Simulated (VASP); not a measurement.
Set up this calculation in VASP 6.6.1, as the native input.

- Task: single point
- Functional: PBE
- Potentials or basis: VASP PAW PBE potentials, release 64 (Ru_pv)
- Cutoff: 520 eV
- k mesh: 18 × 18 × 10
- Occupations: fermi-dirac, width 0.15 eV
- Spin: no spin polarisation
- Dipole correction: no
- Further INCAR settings: ALGO = Normal; EDIFF = 1e-06; NBANDS = 21

The structure of Ru lies in POSCAR:

```
Ru
1.0
    2.7221527156      0.0000000000      0.0000000000
   -1.3610763578      2.3574534047      0.0000000000
    0.0000000000      0.0000000000      4.2970989277
Ru
2
Direct
    0.3333333333      0.6666666667      0.2500000000
    0.6666666667      0.3333333333      0.7500000000
```

One way to write it, as run:

INCAR

```
SYSTEM = Ru
PREC = Accurate
ENCUT = 520
EDIFF = 1E-6
ISMEAR = -1
SIGMA = 0.15
LREAL = .False.
LASPH = .True.
NELM = 80
ALGO = Normal
ISIF = 2
LWAVE = .False.
LCHARG = .False.
GGA = PE
NBANDS = 21
```

KPOINTS

```
regular mesh
0
Gamma
  18 18 10
  0 0 0
```

Potentials or basis: VASP PAW PBE potentials, release 64 (Ru_pv).

Run with:

```console
$ cat potpaw_PBE.64/Ru_pv/POTCAR > POTCAR
$ mpirun -np 1 vasp_std > vasp.out
```

It gave:

- Pressure: -0.1 GPa
- Band gap on the k mesh: zero (bands 14 and 15 overlap by 3.06 eV)

It took 51 s on 1 thread of Intel Xeon 8259CL, on a shared host, peak memory 0.19 GiB.
